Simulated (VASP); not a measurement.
Wanted: the native input for a VASP 6.6.1 run.

```
Task                   : single point
Functional             : PBEsol
Potentials or basis    : VASP PAW PBE potentials, release 64 (In_d, Se)
Cutoff                 : 520 eV
k mesh                 : 8 × 8 × 6
Occupations            : gaussian, width 0.05 eV
Spin                   : no spin polarisation
Dipole correction      : no
Further INCAR settings : ALGO = Normal; EDIFF = 1e-06; NBANDS = 27
```

The structure of InSe lies in POSCAR:

```
InSe
1.0
    5.8749264423     -2.0552742521     -0.0052948673
    5.8749264423      2.0552742521     -0.0052948673
   -1.6051187023      0.0000000000      4.2720903652
In Se
2 2
Direct
    0.8877219137      0.8877219137      0.0431033381
    0.1141973411      0.1141973411      0.9709460661
    0.6547212217      0.6547212217      0.6374867706
    0.3452787783      0.3452787783      0.3625132294
```

This cell differs from its parent crystal: atom 1 (In) moved +0.060 Å along Cartesian [0 0 1].

These files were run (other wordings do the same):

INCAR

```
PREC = Accurate
ENCUT = 520
EDIFF = 1E-6
ISMEAR = 0
SIGMA = 0.05
LREAL = F
LASPH = T
NELM = 80
ALGO = Normal
ISIF = 2
LWAVE = F
LCHARG = F
GGA = PS
NBANDS = 27
```

KPOINTS

```
regular mesh
0
Gamma
  8 8 6
```

Potentials or basis: VASP PAW PBE potentials, release 64 (In_d, Se).

Launch:

```console
$ cat potpaw_PBE.64/In_d/POTCAR potpaw_PBE.64/Se/POTCAR > POTCAR
$ mpirun -np 1 vasp_std > vasp.out
```

It gave:

| Quantity | Value |
| --- | --- |
| Pressure | 0.2 GPa |
| Largest force | 0.252 eV/Å |
| Band gap on the k mesh | 0.70 eV (least direct gap 1.00 eV) |

Caveat: the cell differs from its parent crystal (atom 1 (In) moved +0.060 Å along Cartesian [0 0 1]); the PAW data sets were made with another functional, which shifts forces and pressure a little; spin-orbit coupling is left out, which moves the levels of the heavy elements.

Wall time 4.5 min on 1 thread of AMD EPYC 9R45 96-Core Processor (Zen 5), on a shared host, peak memory 0.43 GiB.
